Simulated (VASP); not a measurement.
Input of a VASP 6.6.1 run:

Contents of POSCAR:

```
CaO
1.0
    0.0000000000      2.3620208900      2.3620208900
    2.3620208900      0.0000000000      2.3620208900
    2.3620208900      2.3620208900      0.0000000000
Ca O
1 1
Direct
    0.0000000000      0.0000000000      0.0000000000
    0.5000000000      0.5000000000      0.5000000000
```

INCAR.step1

```
SYSTEM = CaO
  PREC = Accurate
  ENCUT = 910
  ISMEAR = 1
  SIGMA = 0.1379
  LREAL = .FALSE.
  LASPH = .TRUE.
  NELM = 120
  NBANDS = 15
  GGA = PE
  ALGO = Normal
  EDIFF = 1E-5
  LWAVE = .TRUE.
  LCHARG = .FALSE.
  GGA_COMPAT = .FALSE.
```

File INCAR.step2:

```
SYSTEM = CaO
  PREC = Accurate
  ENCUT = 910
  EDIFF = 1E-6
  ISMEAR = 1
  SIGMA = 0.1379
  LREAL = .FALSE.
  LASPH = .TRUE.
  NELM = 120
  ALGO = Normal
  ISIF = 2
  LWAVE = .FALSE.
  LCHARG = .FALSE.
  METAGGA = R2SCAN
  LMIXTAU = .TRUE.
  NBANDS = 15
  ISTART = 1
  GGA_COMPAT = .FALSE.
```

File KPOINTS:

```
Automatic mesh
0
G
  9 9 9
  0 0 0
```

Potentials or basis: VASP PAW PBE potentials, release 64 (Ca_sv, O_h).

Launch:

```console
$ cat potpaw_PBE.64/Ca_sv/POTCAR potpaw_PBE.64/O_h/POTCAR > POTCAR
$ cp INCAR.step1 INCAR
$ mpirun -np 1 vasp_std > vasp.out
$ cp INCAR.step2 INCAR
$ mpirun -np 1 vasp_std > vasp.out
```

(1) Predict the pressure.

(2) Predict the band gap on the k mesh.

Answers

(1) 6.9 GPa.

(2) 4.23 eV (least direct gap 4.59 eV).

Caveat: the cutoff is under 1.25 times the usual one of these potentials, so pressure, stress and relaxed cells hold a basis-set (Pulay) error; the cell stands under pressure; the PAW data sets were made with another functional, which shifts forces and pressure a little; an odd mesh through Γ misses points on the zone boundary, where band edges can lie.
